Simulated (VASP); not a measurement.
# Fe (I4/mmm) in VASP: further runs

Fe is run at these levels: PBE; tasks: single point.

Everything below comes from runs of VASP 6.6.1. Logs are shortened: lines on timing, memory, paths and dates and some standing lists are left out, and cuts for length are marked.

## (1) The cell of the first run

It takes space group I4/mmm (No. 139, tetragonal). The conventional cell has a = 2.563 Å, b = 2.563 Å, c = 3.456 Å, α = 90.00°, β = 90.00°, γ = 90.00°. Fe (site symmetry 4/mmm) has 12 Fe at 2.50 to 2.56 Å within 3.3 Å.

## (2) Single point, PBE, collinear spin, ferromagnetic start (volume 11.351 Å^3 an atom, c/a of the conventional cell 1.3484)

INCAR

```
PREC = Accurate
ENCUT = 520
EDIFF = 1E-6
ISMEAR = 0
SIGMA = 0.15
LREAL = F
LASPH = T
NELM = 150
ALGO = Normal
ISIF = 2
LWAVE = F
LCHARG = F
ISPIN = 2
MAGMOM = 2.44
LORBIT = 11
LMAXMIX = 4
GGA = PE
NBANDS = 14
```

KPOINTS

```
regular mesh
0
Gamma
  12 12 12
```

POSCAR

```
Fe
1.0
   -1.2815080848      1.2815080848      1.7279855016
    1.2815080848     -1.2815080848      1.7279855016
    1.2815080848      1.2815080848     -1.7279855016
Fe
1
Direct
    0.0000000000      0.0000000000      0.0000000000
```

Potentials or basis: VASP PAW PBE potentials, release 64 (Fe).

Started as:

```bash
$ cat potpaw_PBE.64/Fe/POTCAR > POTCAR
$ mpirun -np 1 vasp_std > vasp.out
```

OUTCAR:

```text
PREC = Accurate
   ENCUT = 520
   EDIFF = 1E-6
   ISMEAR = 0
   LREAL = F
   LASPH = T
   NELM = 150
   ISIF = 2
   ISPIN = 2
   LORBIT = 11
   GGA = PE

 ion  position               nearest neighbor table
   1  0.000  0.000  0.000-

  LATTYP: Found a body centered tetragonal cell.
 ALAT       =     2.5630161696
 C/A-ratio  =     1.3484000000

  Lattice vectors:

 A1 = (  -1.2815080848,   1.2815080848,   1.7279855016)
 A2 = (   1.2815080848,  -1.2815080848,   1.7279855016)
 A3 = (   1.2815080848,   1.2815080848,  -1.7279855016)

Analysis of symmetry for initial positions (statically):
=====================================================================
 Subroutine PRICEL returns:
 Original cell was already a primitive cell.

 Routine SETGRP: Setting up the symmetry group for a
 body centered tetragonal supercell.

 Subroutine GETGRP returns: Found 16 space group operations
 (whereof 16 operations were pure point group operations)
 out of a pool of 16 trial point group operations.

The static configuration has the point symmetry D_4h.

Analysis of symmetry for dynamics (positions and initial velocities):
=====================================================================
 Subroutine PRICEL returns:
 Original cell was already a primitive cell.

 Routine SETGRP: Setting up the symmetry group for a
 body centered tetragonal supercell.

 Subroutine GETGRP returns: Found 16 space group operations
 (whereof 16 operations were pure point group operations)
 out of a pool of 16 trial point group operations.

The dynamic configuration has the point symmetry D_4h.

Analysis of structural, dynamic, and magnetic symmetry:
=====================================================================
 Subroutine PRICEL returns:
 Original cell was already a primitive cell.

 Routine SETGRP: Setting up the symmetry group for a
 body centered tetragonal supercell.

 Subroutine GETGRP returns: Found 16 space group operations
 (whereof 16 operations were pure point group operations)
 out of a pool of 16 trial point group operations.

The overall configuration has the point symmetry D_4h.

 Subroutine INISYM returns: Found 16 space group operations
 (whereof 16 operations are pure point group operations),
 and found     1 'primitive' translations

----------------------------------------------------------------------------------------

                                     Primitive cell

  volume of cell :      11.3512

  direct lattice vectors                    reciprocal lattice vectors
    -1.281508085  1.281508085  1.727985502     0.000000000  0.390165311  0.289354280
     1.281508085 -1.281508085  1.727985502     0.390165311  0.000000000  0.289354280
     1.281508085  1.281508085 -1.727985502     0.390165311  0.390165311  0.000000000

[... 118 lines left out ...]

 number of electron       7.9999999 magnetization       2.3029658

 Free energy of the ion-electron system (eV)
  ---------------------------------------------------
  ext. energy  EPLUGINS =         0.00000000
  ---------------------------------------------------
  free energy    TOTEN  =        -8.09009524 eV

  energy without entropy =       -8.07452760  energy(sigma->0) =       -8.08231142

 E-fermi :   5.9238     XC(G=0): -13.1131

 val. band max:        5.9225451491   @ k =  -0.1667  -0.1667   0.0833
 cond. band min:       5.9305905480   @ k =  -0.1667   0.2500   0.0833
 fundamental gap:      0.0080453989
 Fermi energy:         5.9238259608

 spin component 1

 k-point     1 :       0.0000    0.0000    0.0000
  band No.  band energies     occupation
      1      -2.6329      1.00000
      2       3.5537      1.00000
      3       3.5537      1.00000
      4       3.7379      1.00000
      5       4.5485      1.00000
      6       4.7630      1.00000
      7      28.3378      0.00000
      8      32.4995      0.00000
      9      32.4995      0.00000
     10      33.3118      0.00000
     11      35.5131      0.00000
     12      35.9662      0.00000
     13      35.9662      0.00000
     14      38.0861      0.00000
[... 379 lines left out ...]
      3       3.4011      1.00000
      4       4.0965      1.00000
      5       5.5781      0.99944
      6       6.4921      0.00000
      7      16.5769      0.00000
      8      24.1959      0.00000
      9      26.1106      0.00000
     10      28.6996      0.00000
     11      37.5597      0.00000
     12      39.0850      0.00000
     13      39.7321      0.00000
     14      44.5591      0.00000

 [... further k-points ...]

 spin component 2

 k-point     1 :       0.0000    0.0000    0.0000
  band No.  band energies     occupation
      1      -2.4068      1.00000
      2       5.5081      0.99996
      3       5.5081      0.99996
      4       6.0376      0.14165
      5       7.1273      0.00000
      6       7.6567      0.00000
      7      28.0209      0.00000
      8      32.7505      0.00000
      9      32.7505      0.00000
     10      33.8870      0.00000
     11      36.2470      0.00000
     12      36.5949      0.00000
     13      36.5949      0.00000
     14      37.5493      0.00000
[... 379 lines left out ...]
      3       5.3465      1.00000
      4       6.5199      0.00000
      5       8.2403      0.00000
      6       8.4862      0.00000
      7      17.5178      0.00000
      8      24.6362      0.00000
      9      26.7980      0.00000
     10      29.1449      0.00000
     11      37.8722      0.00000
     12      39.6819      0.00000
     13      40.1391      0.00000
     14      45.0310      0.00000

 [... further k-points ...]
[... 5 lines left out ...]
  --------------------------------------------------------------------------------------
  -------------------------------------------------------------------------------------
  Total        0.6827672      0.6827672     -0.1823117      0.0000000      0.0000000      0.0000000
  in kB       96.3696843     96.3696843    -25.7325229      0.0000000      0.0000000      0.0000000
  external PRESSURE =      55.6689485 kB  Pullay stress =       0.0000000 kB

 VOLUME and BASIS-vectors are now :
 -----------------------------------------------------------------------------
  energy-cutoff  :      520.00
  volume of cell :       11.35
      direct lattice vectors                 reciprocal lattice vectors
    -1.281508085  1.281508085  1.727985502     0.000000000  0.390165311  0.289354280
     1.281508085 -1.281508085  1.727985502     0.390165311  0.000000000  0.289354280
     1.281508085  1.281508085 -1.727985502     0.390165311  0.390165311  0.000000000

 POSITION                                       TOTAL-FORCE (eV/Angst)
 -----------------------------------------------------------------------------------
      0.00000      0.00000      0.00000        -0.000000      0.000000      0.000000
 -----------------------------------------------------------------------------------
    total drift:                               -0.000000     -0.000000      0.000000

  FREE ENERGIE OF THE ION-ELECTRON SYSTEM (eV)
  ---------------------------------------------------
  free  energy   TOTEN  =        -8.0900952410 eV

  energy  without entropy=       -8.0745276010  energy(sigma->0) =       -8.08231142

 total charge

# of ion       s       p       d       tot
------------------------------------------
    1        0.494   0.542   6.236   7.272

 magnetization (x)

# of ion       s       p       d       tot
------------------------------------------
    1       -0.017  -0.047   2.357   2.293
```

OSZICAR:

```text
N       E                     dE             d eps       ncg     rms          rms(c)
DAV:   1     0.214668247299E+02    0.21467E+02   -0.38121E+03  9976   0.699E+02
DAV:   2    -0.829643134843E+01   -0.29763E+02   -0.27478E+02  9920   0.128E+02
DAV:   3    -0.920729839367E+01   -0.91087E+00   -0.90216E+00 11080   0.232E+01
[... 13 lines left out ...]
DAV: 124    -0.809007481896E+01   -0.38790E-04   -0.42025E-05 12306   0.500E-02    0.398E-02
DAV: 125    -0.809008221315E+01   -0.73942E-05   -0.77317E-06  8746   0.202E-02    0.316E-02
DAV: 126    -0.809009314420E+01   -0.10931E-04   -0.16564E-05 11108   0.309E-02    0.131E-02
DAV: 127    -0.809009480952E+01   -0.16653E-05   -0.26510E-06  5986   0.119E-02    0.624E-03
DAV: 128    -0.809009524099E+01   -0.43147E-06   -0.15043E-06  5044   0.846E-03
   1 F= -.80900952E+01 E0= -.80823114E+01  d E =-.155676E-01  mag=     2.3034
```

It took 16 min on 1 thread of AMD EPYC, shared host; peak memory 0.14 GiB.

Results:

* Free energy: -8.0901 eV
* Pressure: 5.6 GPa
* Net moment: 2.30 μB per cell
* Site moments: Fe +2.29 μB
* Valence electrons inside the program's atomic spheres: Fe 7.27

Stress tensor (GPa, compression positive):
```
 9.64  0.00  0.00
 0.00  9.64  0.00
 0.00  0.00 -2.57
```

[end of part 1 of 2]
